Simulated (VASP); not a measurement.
Write the native input for VASP 6.6.1 that does the following.

```yaml
Task: single point
Functional: PBEsol
Potentials_or_basis: VASP PAW PBE potentials, release 64 (K_sv, F)
Cutoff: 520 eV
k_mesh: 8 × 8 × 8
Occupations: fermi-dirac, width 0.03 eV
Spin: no spin polarisation
Dipole_correction: no
Further_INCAR_settings: ALGO = Normal; EDIFF = 1e-06; NBANDS = 15
```

The structure of KF lies in POSCAR:

```
KF
1.0
    0.0000000000      2.6718500000      2.6718500000
    2.6718500000      0.0000000000      2.6718500000
    2.6718500000      2.6718500000      0.0000000000
K F
1 1
Direct
    0.0000000000      0.0000000000      0.0000000000
    0.5000000000      0.5000000000      0.5000000000
```

These files were run (other wordings do the same):

INCAR

```
  PREC = Accurate
  ENCUT = 520
  EDIFF = 1E-6
  ISMEAR = -1
  SIGMA = 0.03
  LREAL = False
  LASPH = True
  NELM = 60
  ALGO = Normal
  ISIF = 2
  LWAVE = False
  LCHARG = False
  GGA = PS
  NBANDS = 15
```

KPOINTS

```
regular mesh
0
Gamma
  8 8 8
```

Potentials or basis: VASP PAW PBE potentials, release 64 (K_sv, F).

Launch:

```sh
$ cat potpaw_PBE.64/K_sv/POTCAR potpaw_PBE.64/F/POTCAR > POTCAR
$ mpirun -np 1 vasp_std > vasp.out
```

Results of the run:

- Pressure: -0.6 GPa
- Band gap on the k mesh: 6.03 eV

Caveat: the PAW data sets were made with another functional, which shifts forces and pressure a little.

Wall time 24 s on 1 thread of Intel(R) Xeon(R) Platinum 8175M CPU @ 2.50GHz (Skylake/Cascade Lake), on a shared host, peak memory 0.15 GiB.
